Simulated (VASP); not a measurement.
# CdTe in VASP: single point with PBE

Aim: the single point of CdTe with PBE.

All numbers are computed with VASP 6.6.1; they aren't measurements. Logs are shortened: lines on timing, memory, paths and dates and some standing lists are left out, and cuts for length are marked.

## 1. The cell of the first run

The cell holds a wire or tube with vacuum around it, 12 atoms: a = 20.800 Å, b = 9.800 Å, c = 8.171 Å, α = 90.00°, β = 90.00°, γ = 90.00°.

## 2. Single point, PBE

Contents of INCAR:

```
SYSTEM = CdTe
  PREC = Accurate
  ENCUT = 400
  EDIFF = 1E-6
  ISMEAR = 0
  SIGMA = 0.05
  LREAL = .FALSE.
  LASPH = .TRUE.
  NELM = 120
  ALGO = Normal
  ISIF = 2
  LWAVE = .FALSE.
  LCHARG = .TRUE.
  GGA = PE
  LELF = .TRUE.
  LVHAR = .TRUE.
  NBANDS = 66
  GGA_COMPAT = .FALSE.
```

Contents of KPOINTS:

```
Automatic mesh
0
G
  1 1 4
  0 0 0
```

Contents of POSCAR:

```
CdTe
1.0
   20.8000000000      0.0000000000      0.0000000000
    0.0000000000      9.8000000000      0.0000000000
    0.0000000000      0.0000000000      8.1708571080
Cd Te
6 6
Direct
    0.7835003937      0.4744723685      0.3333333333
    0.5567000787      0.4744723685      0.3333333333
    0.6701002362      0.4744723685      0.8333333333
    0.3298997638      0.4744723685      0.3333333333
    0.4432999213      0.4744723685      0.8333333333
    0.2164996063      0.4744723685      0.8333333333
    0.6701002362      0.5255276315      0.1666666667
    0.7835003937      0.5255276315      0.6666666667
    0.4432999213      0.5255276315      0.1666666667
    0.5567000787      0.5255276315      0.6666666667
    0.2164996063      0.5255276315      0.1666666667
    0.3298997638      0.5255276315      0.6666666667
```

Potentials or basis: VASP PAW PBE potentials, release 64 (Cd, Te).

The run is started by

```sh
cat potpaw_PBE.64/Cd/POTCAR potpaw_PBE.64/Te/POTCAR > POTCAR
mpirun -np 1 vasp_std > vasp.out
```

OUTCAR:

```text
SYSTEM = CdTe
   PREC = Accurate
   ENCUT = 400
   EDIFF = 1E-6
   ISMEAR = 0
   LREAL = .FALSE.
   LASPH = .TRUE.
   NELM = 120
   ISIF = 2
   GGA = PE

 ion  position               nearest neighbor table
   1  0.784  0.474  0.333-   7 2.77   8 2.77
   2  0.557  0.474  0.333-   9 2.77   7 2.77  10 2.77
   3  0.670  0.474  0.833-   8 2.77  10 2.77   7 2.77
   4  0.330  0.474  0.333-   9 2.77  11 2.77  12 2.77
   5  0.443  0.474  0.833-  10 2.77  12 2.77   9 2.77
   6  0.216  0.474  0.833-  12 2.77  11 2.77
   7  0.670  0.526  0.167-   1 2.77   2 2.77   3 2.77
   8  0.784  0.526  0.667-   3 2.77   1 2.77
   9  0.443  0.526  0.167-   2 2.77   4 2.77   5 2.77
  10  0.557  0.526  0.667-   5 2.77   3 2.77   2 2.77
  11  0.216  0.526  0.167-   4 2.77   6 2.77
  12  0.330  0.526  0.667-   5 2.77   6 2.77   4 2.77

  LATTYP: Found a simple orthorhombic cell.
 ALAT       =     8.1708571080
 B/A-ratio  =     1.1993845775
 C/A-ratio  =     2.5456325726

  Lattice vectors:

 A1 = (   0.0000000000,   0.0000000000,  -8.1708571080)
 A2 = (   0.0000000000,   9.8000000000,   0.0000000000)
 A3 = (  20.8000000000,   0.0000000000,   0.0000000000)

Analysis of symmetry for initial positions (statically):
=====================================================================
 Subroutine PRICEL returns:
 Original cell was already a primitive cell.

 Routine SETGRP: Setting up the symmetry group for a
 simple orthorhombic supercell.

 Subroutine GETGRP returns: Found  2 space group operations
 (whereof  1 operations were pure point group operations)
 out of a pool of  8 trial point group operations.

The static configuration has the point symmetry C_1 .
 The point group associated with its full space group is C_1h.

Analysis of symmetry for dynamics (positions and initial velocities):
=====================================================================
 Subroutine PRICEL returns:
 Original cell was already a primitive cell.

 Routine SETGRP: Setting up the symmetry group for a
 simple orthorhombic supercell.

 Subroutine GETGRP returns: Found  2 space group operations
 (whereof  1 operations were pure point group operations)
 out of a pool of  8 trial point group operations.

The dynamic configuration has the point symmetry C_1 .
 The point group associated with its full space group is C_1h.

 Subroutine INISYM returns: Found  2 space group operations
 (whereof  1 operations are pure point group operations),
 and found     1 'primitive' translations

----------------------------------------------------------------------------------------

                                     Primitive cell

  volume of cell :    1665.5475

  direct lattice vectors                    reciprocal lattice vectors
    20.800000000  0.000000000  0.000000000     0.048076923  0.000000000  0.000000000
     0.000000000  9.800000000  0.000000000     0.000000000  0.102040816  0.000000000
     0.000000000  0.000000000  8.170857108     0.000000000  0.000000000  0.122386181

  length of vectors
    20.800000000  9.800000000  8.170857108     0.048076923  0.102040816  0.122386181

  position of ions in fractional coordinates (direct lattice)
     0.783500394  0.474472369  0.333333333
     0.556700079  0.474472369  0.333333333
     0.670100236  0.474472369  0.833333333
     0.329899764  0.474472369  0.333333333
     0.443299921  0.474472369  0.833333333
     0.216499606  0.474472369  0.833333333
     0.670100236  0.525527631  0.166666667
     0.783500394  0.525527631  0.666666667
     0.443299921  0.525527631  0.166666667
     0.556700079  0.525527631  0.666666667
     0.216499606  0.525527631  0.166666667
     0.329899764  0.525527631  0.666666667

  ion indices of the primitive-cell ions
   primitive index   ion index
                 1           1
                 2           2
                 3           3
                 4           4
                 5           5
                 6           6
                 7           7
                 8           8
                 9           9
                10          10
                11          11
                12          12

----------------------------------------------------------------------------------------

 KPOINTS: Automatic mesh

Automatic generation of k-mesh.
 Grid dimensions read from file:
 generate k-points for:    1    1    4

 Generating k-lattice:

  Cartesian coordinates                     Fractional coordinates (reciprocal lattice)
     0.048076923  0.000000000  0.000000000     1.000000000  0.000000000  0.000000000
     0.000000000  0.102040816  0.000000000     0.000000000  1.000000000  0.000000000
     0.000000000  0.000000000  0.030596545     0.000000000  0.000000000  0.250000000

  Length of vectors
     0.048076923  0.102040816  0.030596545

  Shift w.r.t. Gamma in fractional coordinates (k-lattice)
     0.000000000  0.000000000  0.000000000

 Subroutine IBZKPT returns following result:
 ===========================================

 Found      3 irreducible k-points:

 Following reciprocal coordinates:
            Coordinates               Weight
  0.000000  0.000000  0.000000      1.000000
  0.000000  0.000000  0.250000      2.000000
  0.000000  0.000000  0.500000      1.000000
   k-points           NKPTS =      3   k-points in BZ     NKDIM =      3   number of bands    NBANDS=     66
   number of dos      NEDOS =    301   number of ions     NIONS =     12
   total plane-waves  NPLWV = 483840
   dimension x,y,z NGX =   140 NGY =   64 NGZ =   54
   dimension x,y,z NGXF=   280 NGYF=  128 NGZF=  108
   ions per type =               6   6
   NGX,Y,Z   is equivalent  to a cutoff of  11.19, 10.86, 10.99 a.u.
   NGXF,Y,Z  is equivalent  to a cutoff of  22.38, 21.71, 21.97 a.u.
 SYSTEM =  CdTe
   PREC   = accura    normal or accurate (medium, high low for compatibility)
   ISTART =      0    job   : 0-new  1-cont  2-samecut
   ICHARG =      2    charge: 1-file 2-atom 10-const
   ISPIN  =      1    spin polarized calculation?
   LNONCOLLINEAR =      F non collinear calculations
   LSORBIT =      F    spin-orbit coupling
   LASPH  =      T    aspherical Exc in radial PAW
   ENCUT  =  400.0 eV  29.40 Ry    5.42 a.u.  33.92 15.98 13.32*2*pi/ulx,y,z
   NELM   =    120;   NELMIN=  2; NELMDL= -5     # of ELM steps
   EDIFF  = 0.1E-05   stopping-criterion for ELM
   LREAL  =      F    real-space projection
   EDIFFG = 0.1E-04   stopping-criterion for IOM
   NSW    =      0    number of steps for IOM
   IBRION =     -1    ionic relax: 0-MD 1-quasi-New 2-CG
   NFREE  =      0    steps in history (QN), initial steepest desc. (CG)
   ISIF   =      2    stress and relaxation
   ISYM   =      2    0-nonsym 1-usesym 2-fastsym
   POTIM  = 0.5000    time-step for ionic-motion
   TEBEG  =    0.0;   TEEND  =   0.0 temperature during run
   PSTRESS=    0.0 pullay stress
   NELECT =     108.0000    total number of electrons
   NUPDOWN=      -1.0000    fix difference up-down
   EMIN   =  10.00;   EMAX   =-10.00  energy-range for DOS
   EFERMI =   0.00;   METHOD = LEGACY
   ISMEAR =     0;   SIGMA  =   0.05  broadening in eV -4-tet -1-fermi 0-gaus
   EFERMI_NEDOS =   21; number of points for ismear=-14 and -15
   IALGO  =     38    algorithm
   IMIX   =      4    mixing-type and parameters
     AMIX     =   0.40;   BMIX     =  1.00
     AMIX_MAG =   1.60;   BMIX_MAG =  1.00
  volume/ion in A,a.u.               =     138.80       936.64
  Fermi-wavevector in a.u.,A,eV,Ry     =   0.657704  1.242880  5.885532  0.432574
  Thomas-Fermi vector in A             =   1.729295
   LORBIT       =      0    0 simple, 1 ext, 2 COOP (PROOUT), +10 PAW based schemes
   GGA     = PE    functional components
   LHFCALC =     F    Hartree Fock is set to
   AEXX    =    0.0000 exact exchange contribution
   IVDW    =     0    specifies the selected vdW correction
   LEPSILON=     F    determine dielectric tensor
   LRPA    =     F    only Hartree local field effects (RPA)
 non-spin polarized calculation
 Gauss-broadening in eV      SIGMA  =   0.05
  energy-cutoff  :      400.00
  volume of cell :     1665.55
 maximum number of plane-waves:     30247
 NGX is ok and might be reduce to   140
   NGX = 67   NGY = 31   NGZ = 27

 number of electron     108.0000039 magnetization

 Free energy of the ion-electron system (eV)
  ---------------------------------------------------
  ext. energy  EPLUGINS =         0.00000000
  ---------------------------------------------------
  free energy    TOTEN  =       -23.37487896 eV

  energy without entropy =      -23.37487896  energy(sigma->0) =      -23.37487896

 E-fermi :  -3.0138     XC(G=0):  -3.1632

 val. band max:       -3.2474876056   @ k =   0.0000   0.0000   0.0000
 cond. band min:      -2.6204555227   @ k =   0.0000   0.0000   0.0000
 fundamental gap:      0.6270320829
 Fermi energy:        -3.0137800783

 k-point     1 :       0.0000    0.0000    0.0000
  band No.  band energies     occupation
      1     -13.9145      2.00000
      2     -13.8599      2.00000
      3     -13.6755      2.00000
      4     -13.5969      2.00000
      5     -13.0251      2.00000
      6     -13.0248      2.00000
[... 58 lines left out ...]
     65       0.9304      0.00000
     66       1.0680      0.00000

 k-point     2 :       0.0000    0.0000    0.2500
  band No.  band energies     occupation
      1     -13.8913      2.00000
      2     -13.8532      2.00000
      3     -13.6757      2.00000
      4     -13.6194      2.00000
      5     -13.0253      2.00000
      6     -13.0251      2.00000
[... 58 lines left out ...]
     65       0.6838      0.00000
     66       0.7871      0.00000

 k-point     3 :       0.0000    0.0000    0.5000
  band No.  band energies     occupation
      1     -13.8555      2.00000
      2     -13.8555      2.00000
      3     -13.6608      2.00000
      4     -13.6608      2.00000
      5     -13.0255      2.00000
      6     -13.0255      2.00000
[... 58 lines left out ...]
     65       0.6705      0.00000
     66       0.6705      0.00000

------------------------ aborting loop because EDIFF is reached ----------------------------------------

  FORCE on cell =-STRESS in cart. coord.  units (eV):
  Direction    XX          YY          ZZ          XY          YZ          ZX
  --------------------------------------------------------------------------------------
  -------------------------------------------------------------------------------------
  Total       -0.9576233     -0.7153287     -3.5177252      0.0000000     -0.5816532      0.0000000
  in kB       -0.9211880     -0.6881121     -3.3838840      0.0000000     -0.5595227      0.0000000
  external PRESSURE =      -1.6643947 kB  Pullay stress =       0.0000000 kB

 VOLUME and BASIS-vectors are now :
 -----------------------------------------------------------------------------
  energy-cutoff  :      400.00
  volume of cell :     1665.55
      direct lattice vectors                 reciprocal lattice vectors
    20.800000000  0.000000000  0.000000000     0.048076923  0.000000000  0.000000000
     0.000000000  9.800000000  0.000000000     0.000000000  0.102040816  0.000000000
     0.000000000  0.000000000  8.170857108     0.000000000  0.000000000  0.122386181

 POSITION                                       TOTAL-FORCE (eV/Angst)
 -----------------------------------------------------------------------------------
     16.29681      4.64983      2.72362        -0.754544      0.075377      0.811513
     11.57936      4.64983      2.72362        -0.150175     -0.044398      0.114373
     13.93808      4.64983      6.80905         0.148053      0.006927     -0.342605
      6.86192      4.64983      2.72362        -0.148053      0.006927     -0.342605
      9.22064      4.64983      6.80905         0.150175     -0.044398      0.114373
      4.50319      4.64983      6.80905         0.754544      0.075377      0.811513
     13.93808      5.15017      1.36181         0.320662      0.068372     -0.391582
     16.29681      5.15017      5.44724         0.533024     -0.115731     -0.150678
      9.22064      5.15017      1.36181         0.199375      0.009453     -0.041020
     11.57936      5.15017      5.44724        -0.199375      0.009453     -0.041020
      4.50319      5.15017      1.36181        -0.533024     -0.115731     -0.150678
      6.86192      5.15017      5.44724        -0.320662      0.068372     -0.391582
 -----------------------------------------------------------------------------------
    total drift:                                0.000000     -0.005751      0.000094

  FREE ENERGIE OF THE ION-ELECTRON SYSTEM (eV)
  ---------------------------------------------------
  free  energy   TOTEN  =       -23.3748789610 eV

  energy  without entropy=      -23.3748789610  energy(sigma->0) =      -23.37487896
```

Wall time 9.8 min (1 thread of Oxide Virtual Turin-like, shared host); peak memory 0.94 GiB.

Results:

- Free energy: -23.3749 eV
- Largest force: 1.111 eV/Å
- Band gap on the k mesh: 0.63 eV

Forces in eV/Å, atoms in the order of the input:
```
Cd  -0.755  0.075  0.812
Cd  -0.150 -0.044  0.114
Cd   0.148  0.007 -0.343
Cd  -0.148  0.007 -0.343
Cd   0.150 -0.044  0.114
Cd   0.755  0.075  0.812
Te   0.321  0.068 -0.392
Te   0.533 -0.116 -0.151
Te   0.199  0.009 -0.041
Te  -0.199  0.009 -0.041
Te  -0.533 -0.116 -0.151
Te  -0.321  0.068 -0.392
```

Caveat: semilocal functionals underestimate gaps, and a narrow one can read as zero; spin-orbit coupling is left out, which moves the levels of the heavy elements.
